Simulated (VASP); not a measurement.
Set up this calculation in VASP 6.6.1, as the native input.

```
Task                   : relaxation of cell and atoms
Functional             : LDA
Potentials or basis    : VASP PAW LDA potentials, release 64 (Na_pv)
Cutoff                 : 600 eV
k mesh                 : 15 × 15 × 8
Occupations            : fermi-dirac, width 0.1 eV
Spin                   : no spin polarisation
Target pressure        : 22 GPa
Dipole correction      : no
Further INCAR settings : ALGO = Normal; EDIFF = 1e-07; IBRION = 2; EDIFFG = -0.005; NSW = 32; ISIF = 3
```

The structure of Na lies in POSCAR:

```
Na
1.0
    2.8880529115      0.0000000000      0.0000000000
   -1.4440264558      2.5011271889      0.0000000000
    0.0000000000      0.0000000000      4.7089105495
Na
2
Direct
    0.3333333333      0.6666666667      0.2500000000
    0.6666666667      0.3333333333      0.7500000000
```

One way to write it, as run:

INCAR

```
SYSTEM = Na
PREC     = Accurate       ! precision mode
ENCUT    = 600            ! plane-wave cutoff, eV
EDIFF    = 1E-7           ! SCF threshold, eV
ISMEAR   = -1             ! smearing method
SIGMA    = 0.1            ! smearing width, eV
LREAL    = .FALSE.        ! projectors in reciprocal space
LASPH    = .TRUE.         ! aspherical terms in the spheres
NELM     = 60             ! most SCF steps
ALGO     = Normal         ! electronic algorithm
ISIF     = 3              ! what is computed and relaxed
LWAVE    = .FALSE.        ! write WAVECAR
LCHARG   = .FALSE.        ! write CHGCAR
GGA      = CA             ! functional
IBRION   = 2              ! ionic algorithm
NSW      = 32             ! ionic steps
EDIFFG   = -0.005         ! ionic threshold
PSTRESS  = 220.0
```

KPOINTS

```
regular mesh
0
G
  15 15 8
  0 0 0
```

Potentials or basis: VASP PAW LDA potentials, release 64 (Na_pv).

The run is started by

```console
$ cat potpaw_LDA.64/Na_pv/POTCAR > POTCAR
$ mpirun -np 1 vasp_std > vasp.out
```

It gave:

```
Relaxed volume                                         : 17.03 Å³/atom
Relaxed cell                                           : a = 2.889 Å, b = 2.889 Å, c = 4.711 Å, α = 90.00°, β = 90.00°, γ = 120.00°
Space group after relaxing (to 0.05 Å)                 : P6_3/mmc (No. 194)
Energy change on relaxing (the enthalpy is what falls) : -3.0 meV/atom
Ionic steps                                            : 2
Pressure after relaxing                                : 22.0 GPa
Band gap on the k mesh                                 : zero (band 7 reaches 6.61 eV, above the bottom of band 8 at 0.06 eV)
```

Caveat: the cell is relaxed towards a set pressure, so the enthalpy falls and the energy may rise.

Wall time 19 s on 1 thread of Intel(R) Xeon(R) 6975P-C (Granite Rapids), on a shared host, peak memory 0.16 GiB.
